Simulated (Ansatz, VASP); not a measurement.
## One calculation of BN, two programs

```
B N
1.0
     2.50435    0.00000    0.00000
    -1.25217    2.16883    0.00000
     0.00000    0.00000    7.01910
B N
2 2
Direct
  0.35003 0.67889 0.25000
  0.68337 0.34556 0.75000
  0.33333 0.66667 0.75000
  0.66667 0.33333 0.25000
```

Change from the starting cell: all B atoms moved +0.037 Å, as atom 1 along Cartesian [1 1 0].

Alike in both runs: task single point; functional PBEsol; k mesh 12 × 12 × 4; occupations gaussian, width 0.05 eV; no spin polarisation.

|  | VASP | Ansatz |
| --- | --- | --- |
| version | VASP 6.6.1 | Ansatz 0.2.0 |
| potentials or method | VASP PAW PBE potentials, release 64 (B, N), cutoff 520 eV | scalar-relativistic, plane waves, PAW |
| valence electrons in the cell | 16 | 16 |

Ansatz gave:

| Property | Result |
| --- | --- |
| gap on the k mesh at the Fermi level (eV) | 4.23 |
| least direct gap on the mesh (eV) | 4.62 |
| pressure (GPa) | 0.5 |
| traceless stress, the component that is largest in VASP (GPa) | -0.49 |
| rms of the force components (eV/Å) | 0.904 |

Task: Which values does VASP return?

Result: gap on the k mesh at the Fermi level (eV): 4.22; least direct gap on the mesh (eV): 4.62; pressure (GPa): 0.8; traceless stress, the component that is largest in VASP (GPa): -0.90; rms of the force components (eV/Å): 0.903.

VASP's potentials were made for PBE, not for PBEsol. Atom by atom the forces differ by 0.001 eV/Å (rms over components). The functional is the same, so the differences come from potentials, cutoffs and numerics.
